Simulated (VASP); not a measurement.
## TePb: single point with PBE

TePb:

```
CELL_PARAMETERS angstrom
0.00000 3.23100 3.23100
3.23100 0.00000 3.23100
3.23100 3.23100 0.00000
ATOMIC_POSITIONS crystal
Pb 0.00000 0.00000 0.00000
Te 0.50000 0.50000 0.50000
```

```json
{
 "Program": "VASP 6.6.1",
 "Task": "single point",
 "Functional": "PBE",
 "Potentials or basis": "VASP PAW PBE potentials, release 64 (Pb_d, Te)",
 "Cutoff": "520 eV",
 "k mesh": "7 × 7 × 7",
 "Occupations": "gaussian, width 0.012 eV",
 "Spin": "no spin polarisation",
 "Dipole correction": "no",
 "Further INCAR settings": "ALGO = Normal; EDIFF = 1e-06; NBANDS = 17"
}
```

| Item | Value |
| --- | --- |
| Pressure | 2.1 GPa |

Levels at points of the mesh, in eV from the Fermi level:
```
           k point  band 7  band 8  band 9  band 10  band 11  band 12  band 13  band 14
(0.00, 0.00, 0.00)   -5.56   -1.31   -1.31    -1.31     4.12     4.12     4.12     5.83
```

Wall time 39 s on 1 thread of AMD EPYC 7R13, with other jobs on the host, peak memory 0.18 GiB.

Caveat: this odd mesh misses L, where the gap lies, so gap, dielectric constants and Born charges aren't listed; spin-orbit coupling is left out, which moves the levels of the heavy elements.
